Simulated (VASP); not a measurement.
A run of VASP 6.6.1 is set up as follows.

INCAR

```
SYSTEM = SnSe
PREC = Accurate ; ENCUT = 520
EDIFF = 1E-7 ; ISMEAR = -1
SIGMA = 0.05 ; LREAL = .False.
LASPH = .True. ; NELM = 100
ALGO = Normal ; ISIF = 2
LWAVE = .False. ; LCHARG = .False.
GGA = PS ; NBANDS = 17
```

KPOINTS

```
regular mesh
0
Gamma
  8 8 8
  0 0 0
```

Contents of POSCAR:

```
SnSe
1.0
    0.0000000000      2.9727538161      2.9727538161
    2.9727538161      0.0000000000      2.9727538161
    2.9727538161      2.9727538161      0.0000000000
Sn Se
1 1
Direct
    0.0000000000      0.0000000000      0.0000000000
    0.5000000000      0.5000000000      0.5000000000
```

Potentials or basis: VASP PAW PBE potentials, release 64 (Sn_d, Se).

The run is started by

```sh
$ cat potpaw_PBE.64/Sn_d/POTCAR potpaw_PBE.64/Se/POTCAR > POTCAR
$ mpirun -np 1 vasp_std > vasp.out
```

What does it give for the pressure?

0.0 GPa.

Estimate the band gap on the k mesh.

0.75 eV, indirect (least direct gap 0.82 eV).

Caveat: the PAW data sets were made with another functional, which shifts forces and pressure a little; spin-orbit coupling is left out, which moves the levels of the heavy elements. A k mesh can miss the band edges.
